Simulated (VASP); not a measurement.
# TePb (Pm-3m) in VASP: a series of runs

The runs below take TePb through single point, with PBE, revPBE, BLYP+D4.

All numbers are computed with VASP 6.6.1; they aren't measurements. Logs are shortened: lines on timing, memory, paths and dates and some standing lists are left out, and cuts for length are marked.

### 1 The cell of the first run

The structure is cubic, space group Pm-3m (No. 221). Conventional cell: a = 4.002 Å, b = 4.002 Å, c = 4.002 Å, α = 90.00°, β = 90.00°, γ = 90.00°. Pb (site symmetry m-3m) has 8 Te at 3.47 Å and 6 Pb at 4.00 Å within 4.6 Å. Te (site symmetry m-3m) has 8 Pb at 3.47 Å and 6 Te at 4.00 Å within 4.6 Å.

### 2 Single point, PBE

File INCAR:

```
SYSTEM = TePb
PREC = Accurate
ENCUT = 520
EDIFF = 1E-6
ISMEAR = -1
SIGMA = 0.03
LREAL = .FALSE.
LASPH = .TRUE.
NELM = 80
ALGO = Normal
ISIF = 2
LWAVE = .FALSE.
LCHARG = .TRUE.
GGA = PE
LELF = .TRUE.
LVHAR = .TRUE.
NBANDS = 17
```

File KPOINTS:

```
Automatic mesh
0
G
  4 4 4
  0 0 0
```

File POSCAR:

```
TePb
1.0
    4.0022870000      0.0000000000      0.0000000000
    0.0000000000      4.0022870000      0.0000000000
    0.0000000000      0.0000000000      4.0022870000
Pb Te
1 1
Direct
    0.0000000000      0.0000000000      0.0000000000
    0.5000000000      0.5000000000      0.5000000000
```

Potentials or basis: VASP PAW PBE potentials, release 64 (Pb_d, Te).

Command:

```
cat potpaw_PBE.64/Pb_d/POTCAR potpaw_PBE.64/Te/POTCAR > POTCAR
mpirun -np 1 vasp_std > vasp.out
```

OUTCAR:

```text
SYSTEM = TePb
   PREC = Accurate
   ENCUT = 520
   EDIFF = 1E-6
   ISMEAR = -1
   LREAL = .FALSE.
   LASPH = .TRUE.
   NELM = 80
   ISIF = 2
   GGA = PE

 ion  position               nearest neighbor table
   1  0.000  0.000  0.000-   2 3.47   2 3.47   2 3.47   2 3.47   2 3.47   2 3.47   2 3.47   2 3.47

   2  0.500  0.500  0.500-   1 3.47   1 3.47   1 3.47   1 3.47   1 3.47   1 3.47   1 3.47   1 3.47

  LATTYP: Found a simple cubic cell.
 ALAT       =     4.0022870000

  Lattice vectors:

 A1 = (   4.0022870000,   0.0000000000,   0.0000000000)
 A2 = (   0.0000000000,   4.0022870000,   0.0000000000)
 A3 = (   0.0000000000,   0.0000000000,   4.0022870000)

Analysis of symmetry for initial positions (statically):
=====================================================================
 Subroutine PRICEL returns:
 Original cell was already a primitive cell.

 Routine SETGRP: Setting up the symmetry group for a
 simple cubic supercell.

 Subroutine GETGRP returns: Found 48 space group operations
 (whereof 48 operations were pure point group operations)
 out of a pool of 48 trial point group operations.

The static configuration has the point symmetry O_h .

Analysis of symmetry for dynamics (positions and initial velocities):
=====================================================================
 Subroutine PRICEL returns:
 Original cell was already a primitive cell.

 Routine SETGRP: Setting up the symmetry group for a
 simple cubic supercell.

 Subroutine GETGRP returns: Found 48 space group operations
 (whereof 48 operations were pure point group operations)
 out of a pool of 48 trial point group operations.

The dynamic configuration has the point symmetry O_h .

 Subroutine INISYM returns: Found 48 space group operations
 (whereof 48 operations are pure point group operations),
 and found     1 'primitive' translations

----------------------------------------------------------------------------------------

                                     Primitive cell

  volume of cell :      64.1098

  direct lattice vectors                    reciprocal lattice vectors
     4.002287000  0.000000000  0.000000000     0.249857144  0.000000000  0.000000000
     0.000000000  4.002287000  0.000000000     0.000000000  0.249857144  0.000000000
     0.000000000  0.000000000  4.002287000     0.000000000  0.000000000  0.249857144

  length of vectors
[... 65 lines left out ...]
   ENCUT  =  520.0 eV  38.22 Ry    6.18 a.u.   7.44  7.44  7.44*2*pi/ulx,y,z
   NELM   =     80;   NELMIN=  2; NELMDL= -5     # of ELM steps
   EDIFF  = 0.1E-05   stopping-criterion for ELM
   LREAL  =      F    real-space projection
   EDIFFG = 0.1E-04   stopping-criterion for IOM
   NSW    =      0    number of steps for IOM
   IBRION =     -1    ionic relax: 0-MD 1-quasi-New 2-CG
   NFREE  =      0    steps in history (QN), initial steepest desc. (CG)
   ISIF   =      2    stress and relaxation
   ISYM   =      2    0-nonsym 1-usesym 2-fastsym
   POTIM  = 0.5000    time-step for ionic-motion
   TEBEG  =    0.0;   TEEND  =   0.0 temperature during run
   PSTRESS=    0.0 pullay stress
   NELECT =      20.0000    total number of electrons
   NUPDOWN=      -1.0000    fix difference up-down
   EMIN   =  10.00;   EMAX   =-10.00  energy-range for DOS
   EFERMI =   0.00;   METHOD = LEGACY
   ISMEAR =    -1;   SIGMA  =   0.03  broadening in eV -4-tet -1-fermi 0-gaus
   EFERMI_NEDOS =   21; number of points for ismear=-14 and -15
   IALGO  =     38    algorithm
   IMIX   =      4    mixing-type and parameters
     AMIX     =   0.40;   BMIX     =  1.00
     AMIX_MAG =   1.60;   BMIX_MAG =  1.00
  volume/ion in A,a.u.               =      32.05       216.32
  Fermi-wavevector in a.u.,A,eV,Ry     =   1.110307  2.098177 16.773027  1.232783
  Thomas-Fermi vector in A             =   2.246857
   LORBIT       =      0    0 simple, 1 ext, 2 COOP (PROOUT), +10 PAW based schemes
   GGA     = PE    functional components
   LHFCALC =     F    Hartree Fock is set to
   AEXX    =    0.0000 exact exchange contribution
   IVDW    =     0    specifies the selected vdW correction
   LEPSILON=     F    determine dielectric tensor
   LRPA    =     F    only Hartree local field effects (RPA)
 non-spin polarized calculation
  energy-cutoff  :      520.00
  volume of cell :       64.11
 maximum number of plane-waves:      1750
 NGX is ok and might be reduce to    30
   NGX = 15   NGY = 15   NGZ = 15

 number of electron      20.0000009 magnetization

 Free energy of the ion-electron system (eV)
  ---------------------------------------------------
  ext. energy  EPLUGINS =         0.00000000
  ---------------------------------------------------
  free energy    TOTEN  =        -6.94139367 eV

  energy without entropy =       -6.92971383  energy(sigma->0) =       -6.93555375

 E-fermi :   6.5063     XC(G=0):  -9.6737

 val. band max:        6.4638219587   @ k =   0.5000   0.2500   0.0000
 cond. band min:       6.5535862407   @ k =   0.5000   0.2500   0.2500
 fundamental gap:      0.0897642820
 Fermi energy:         6.5063421776

 k-point     1 :       0.0000    0.0000    0.0000
  band No.  band energies     occupation
      1     -10.8224      2.00000
      2     -10.8224      2.00000
      3     -10.7378      2.00000
      4     -10.7378      2.00000
      5     -10.7378      2.00000
      6      -5.7413      2.00000
[... 177 lines left out ...]
      4     -10.7107      2.00000
      5     -10.7107      2.00000
      6      -3.2573      2.00000
[... 9 lines left out ...]
     16      19.9799      0.00000
     17      21.2506      0.00000

------------------------ aborting loop because EDIFF is reached ----------------------------------------

  FORCE on cell =-STRESS in cart. coord.  units (eV):
  Direction    XX          YY          ZZ          XY          YZ          ZX
  --------------------------------------------------------------------------------------
  -------------------------------------------------------------------------------------
  Total        0.2085818      0.2085818      0.2085818      0.0000000      0.0000000      0.0000000
  in kB        5.2126946      5.2126946      5.2126946      0.0000000      0.0000000      0.0000000
  external PRESSURE =       5.2126946 kB  Pullay stress =       0.0000000 kB

 VOLUME and BASIS-vectors are now :
 -----------------------------------------------------------------------------
  energy-cutoff  :      520.00
  volume of cell :       64.11
      direct lattice vectors                 reciprocal lattice vectors
     4.002287000  0.000000000  0.000000000     0.249857144  0.000000000  0.000000000
     0.000000000  4.002287000  0.000000000     0.000000000  0.249857144  0.000000000
     0.000000000  0.000000000  4.002287000     0.000000000  0.000000000  0.249857144

 POSITION                                       TOTAL-FORCE (eV/Angst)
 -----------------------------------------------------------------------------------
      0.00000      0.00000      0.00000         0.000000      0.000000      0.000000
      2.00114      2.00114      2.00114         0.000000      0.000000      0.000000
 -----------------------------------------------------------------------------------
    total drift:                                0.000000     -0.000000     -0.000000

  FREE ENERGIE OF THE ION-ELECTRON SYSTEM (eV)
  ---------------------------------------------------
  free  energy   TOTEN  =        -6.9413936684 eV

  energy  without entropy=       -6.9297138304  energy(sigma->0) =       -6.93555375
```

OSZICAR:

```text
N       E                     dE             d eps       ncg     rms          rms(c)
DAV:   1     0.150202207132E+03    0.15020E+03   -0.92761E+03   340   0.116E+03
DAV:   2     0.428294226717E+01   -0.14592E+03   -0.14153E+03   342   0.294E+02
DAV:   3    -0.687235708046E+01   -0.11155E+02   -0.10466E+02   443   0.860E+01
DAV:   4    -0.718726549445E+01   -0.31491E+00   -0.31218E+00   463   0.148E+01
DAV:   5    -0.719670987120E+01   -0.94444E-02   -0.94438E-02   498   0.254E+00    0.328E+00
DAV:   6    -0.695080980342E+01    0.24590E+00   -0.48659E-01   472   0.466E+00    0.202E+00
DAV:   7    -0.694966981323E+01    0.11400E-02   -0.12451E-01   477   0.159E+00    0.120E+00
DAV:   8    -0.702297372412E+01   -0.73304E-01   -0.35580E-01   450   0.354E+00    0.108E+00
DAV:   9    -0.694700479039E+01    0.75969E-01   -0.12573E-01   464   0.216E+00    0.362E-01
DAV:  10    -0.694173010149E+01    0.52747E-02   -0.12888E-02   385   0.551E-01    0.128E-01
DAV:  11    -0.694195675825E+01   -0.22666E-03   -0.53252E-03   451   0.288E-01    0.154E-01
DAV:  12    -0.694146587100E+01    0.49089E-03   -0.67055E-04   433   0.117E-01    0.110E-01
DAV:  13    -0.694148858207E+01   -0.22711E-04   -0.35922E-05   393   0.298E-02    0.113E-01
DAV:  14    -0.694147263524E+01    0.15947E-04   -0.30364E-06   411   0.125E-02    0.159E-01
DAV:  15    -0.694139746752E+01    0.75168E-04   -0.10620E-04   435   0.746E-02    0.189E-02
DAV:  16    -0.694139456473E+01    0.29028E-05   -0.12881E-05   432   0.179E-02    0.163E-02
DAV:  17    -0.694139366843E+01    0.89630E-06   -0.80241E-07   188   0.502E-03
   1 F= -.69413937E+01 E0= -.69355537E+01  d E =-.116798E-01
```

Wall time 14 s (1 thread of Intel Xeon Platinum 8488C (Sapphire Rapids), shared host); peak memory 0.16 GiB.

What came out:

```
Free energy            : -6.9414 eV
Pressure               : 0.5 GPa
Band gap on the k mesh : zero (band 10 reaches 6.66 eV, above the bottom of band 11 at 5.33 eV)
```

Caveat: the k points lie up to 0.39 Å⁻¹ apart; spin-orbit coupling is left out, which moves the levels of the heavy elements.

### 3 Single point, PBE

File INCAR:

```
PREC = Accurate ; ENCUT = 520
EDIFF = 1E-6 ; ISMEAR = -1
SIGMA = 0.05 ; LREAL = False
LASPH = True ; NELM = 60
ALGO = Normal ; ISIF = 2
LWAVE = False ; LCHARG = False
GGA = PE ; NBANDS = 17
```

File KPOINTS:

```
Automatic mesh
0
Gamma
  7 7 7
```

POSCAR is that of step 2.

Potentials or basis: VASP PAW PBE potentials, release 64 (Pb_d, Te).

Command:

```
cat potpaw_PBE.64/Pb_d/POTCAR potpaw_PBE.64/Te/POTCAR > POTCAR
mpirun -np 1 vasp_std > vasp.out
```

OUTCAR:

```text
PREC = Accurate
   ENCUT = 520
   EDIFF = 1E-6
   ISMEAR = -1
   LREAL = False
   LASPH = True
   NELM = 60
   ISIF = 2
   GGA = PE

 ion  position               nearest neighbor table
   1  0.000  0.000  0.000-   2 3.47   2 3.47   2 3.47   2 3.47   2 3.47   2 3.47   2 3.47   2 3.47

   2  0.500  0.500  0.500-   1 3.47   1 3.47   1 3.47   1 3.47   1 3.47   1 3.47   1 3.47   1 3.47

  LATTYP: Found a simple cubic cell.
 ALAT       =     4.0022870000

  Lattice vectors:

 A1 = (   4.0022870000,   0.0000000000,   0.0000000000)
 A2 = (   0.0000000000,   4.0022870000,   0.0000000000)
 A3 = (   0.0000000000,   0.0000000000,   4.0022870000)

Analysis of symmetry for initial positions (statically):
=====================================================================
 Subroutine PRICEL returns:
 Original cell was already a primitive cell.

 Routine SETGRP: Setting up the symmetry group for a
 simple cubic supercell.

 Subroutine GETGRP returns: Found 48 space group operations
 (whereof 48 operations were pure point group operations)
 out of a pool of 48 trial point group operations.

[... 154 lines left out ...]

  energy without entropy =       -7.04749520  energy(sigma->0) =       -7.05429888

 E-fermi :   6.3840     XC(G=0):  -9.6830

 val. band max:        6.3115857455   @ k =   0.1429   0.1429   0.1429
 cond. band min:       6.3868944719   @ k =   0.4286   0.2857   0.0000
 fundamental gap:      0.0753087264
 Fermi energy:         6.3839958312

 k-point     1 :       0.0000    0.0000    0.0000
  band No.  band energies     occupation
      1     -10.7736      2.00000
      2     -10.7736      2.00000
      3     -10.6906      2.00000
      4     -10.6906      2.00000
      5     -10.6906      2.00000
      6      -5.7739      2.00000
[... 377 lines left out ...]
      4     -10.6670      2.00000
      5     -10.6670      2.00000
      6      -3.3972      2.00000
[... 9 lines left out ...]
     16      18.8055      0.00000
     17      20.7978      0.00000

------------------------ aborting loop because EDIFF is reached ----------------------------------------

  FORCE on cell =-STRESS in cart. coord.  units (eV):
  Direction    XX          YY          ZZ          XY          YZ          ZX
  --------------------------------------------------------------------------------------
  -------------------------------------------------------------------------------------
  Total       -0.0169130     -0.0169130     -0.0169130      0.0000000      0.0000000     -0.0000000
  in kB       -0.4226750     -0.4226750     -0.4226750      0.0000000      0.0000000     -0.0000000
  external PRESSURE =      -0.4226750 kB  Pullay stress =       0.0000000 kB

 VOLUME and BASIS-vectors are now :
 -----------------------------------------------------------------------------
  energy-cutoff  :      520.00
  volume of cell :       64.11
      direct lattice vectors                 reciprocal lattice vectors
     4.002287000  0.000000000  0.000000000     0.249857144  0.000000000  0.000000000
     0.000000000  4.002287000  0.000000000     0.000000000  0.249857144  0.000000000
     0.000000000  0.000000000  4.002287000     0.000000000  0.000000000  0.249857144

 POSITION                                       TOTAL-FORCE (eV/Angst)
 -----------------------------------------------------------------------------------
      0.00000      0.00000      0.00000         0.000000      0.000000      0.000000
      2.00114      2.00114      2.00114         0.000000      0.000000      0.000000
 -----------------------------------------------------------------------------------
    total drift:                                0.000000     -0.000000     -0.000000

  FREE ENERGIE OF THE ION-ELECTRON SYSTEM (eV)
  ---------------------------------------------------
  free  energy   TOTEN  =        -7.0611025566 eV

  energy  without entropy=       -7.0474952013  energy(sigma->0) =       -7.05429888
```

OSZICAR:

```text
N       E                     dE             d eps       ncg     rms          rms(c)
DAV:   1     0.147015429607E+03    0.14702E+03   -0.92053E+03   688   0.115E+03
DAV:   2     0.225343200188E+01   -0.14476E+03   -0.13999E+03   745   0.291E+02
DAV:   3    -0.703152914847E+01   -0.92850E+01   -0.91909E+01   900   0.794E+01
DAV:   4    -0.726014573327E+01   -0.22862E+00   -0.22853E+00   902   0.136E+01
DAV:   5    -0.726897031379E+01   -0.88246E-02   -0.88243E-02   967   0.241E+00    0.353E+00
DAV:   6    -0.706516654180E+01    0.20380E+00   -0.45223E-01   934   0.439E+00    0.229E+00
DAV:   7    -0.706204822692E+01    0.31183E-02   -0.79954E-02   860   0.127E+00    0.103E+00
DAV:   8    -0.706472206745E+01   -0.26738E-02   -0.32016E-02   864   0.132E+00    0.290E-01
DAV:   9    -0.706210564251E+01    0.26164E-02   -0.25721E-02   967   0.977E-01    0.141E-01
DAV:  10    -0.706110595433E+01    0.99969E-03   -0.24748E-03   864   0.333E-01    0.458E-02
DAV:  11    -0.706111617228E+01   -0.10218E-04   -0.48710E-04   815   0.120E-01    0.332E-02
DAV:  12    -0.706111693435E+01   -0.76207E-06   -0.28457E-05   808   0.260E-02    0.401E-02
DAV:  13    -0.706110607218E+01    0.10862E-04   -0.10842E-05   890   0.204E-02    0.266E-02
DAV:  14    -0.706110232569E+01    0.37465E-05   -0.15209E-05   869   0.230E-02    0.299E-03
DAV:  15    -0.706110255663E+01   -0.23094E-06   -0.11211E-06   496   0.533E-03
   1 F= -.70611026E+01 E0= -.70542989E+01  d E =-.136074E-01
```

stdout:

```text
POSCAR found type information on POSCAR PbTe
 POSCAR found :  2 types and       2 ions
 scaLAPACK will be used
 LDA part: xc-table for (Slater+PW92), standard interpolation
 POSCAR, INCAR and KPOINTS ok, starting setup
 FFT: planning ... GRIDC
 FFT: planning ... GRID_SOFT
 FFT: planning ... GRID
 WAVECAR not read
 entering main loop
```

It took 18 s on 1 thread of Intel Xeon Platinum 8488C (Sapphire Rapids), shared host; peak memory 0.17 GiB.

What came out:

```yaml
Free_energy: -7.0611 eV
Pressure: 0.0 GPa
Band_gap_on_the_k_mesh: zero (band 10 reaches 6.56 eV, above the bottom of band 11 at 5.77 eV)
```

Levels at points of the mesh, in eV from the Fermi level:
| k point | band 8 | band 9 | band 10 | band 11 | band 12 | band 13 |
| --- | --- | --- | --- | --- | --- | --- |
| (0.00, 0.00, 0.00) | -1.56 | -1.56 | -1.56 | 4.01 | 4.01 | 5.24 |

Caveat: spin-orbit coupling is left out, which moves the levels of the heavy elements.

### 4 Single point, PBE

File INCAR:

```
PREC = Accurate
ENCUT = 520
EDIFF = 1E-7
ISMEAR = 0
SIGMA = 0.027000000000000003
LREAL = F
LASPH = T
NELM = 100
ALGO = Normal
ISIF = 2
LWAVE = F
LCHARG = F
GGA = PE
NBANDS = 17
```

KPOINTS is that of step 3.

POSCAR is that of step 3.

Command:

```
cat potpaw_PBE.64/Pb_d/POTCAR potpaw_PBE.64/Te/POTCAR > POTCAR
mpirun -np 1 vasp_std > vasp.out
```

Wall time 23 s (1 thread of Intel Xeon Platinum 8259CL at 2.50GHz (Skylake/Cascade Lake), shared host); peak memory 0.17 GiB.

It converged, with:

```
Free energy            : -7.0526 eV
Pressure               : 0.0 GPa
Band gap on the k mesh : zero (band 10 reaches 6.57 eV, above the bottom of band 11 at 5.77 eV)
```

Levels at points of the mesh, in eV from the Fermi level:
```tsv
k point	band 7	band 8	band 9	band 10	band 11	band 12	band 13	band 14
(0.00, 0.00, 0.00)	-6.79	-1.57	-1.57	-1.57	4.00	4.00	5.23	5.23
```

Caveat: spin-orbit coupling is left out, which moves the levels of the heavy elements.

[end of part 1 of 2]
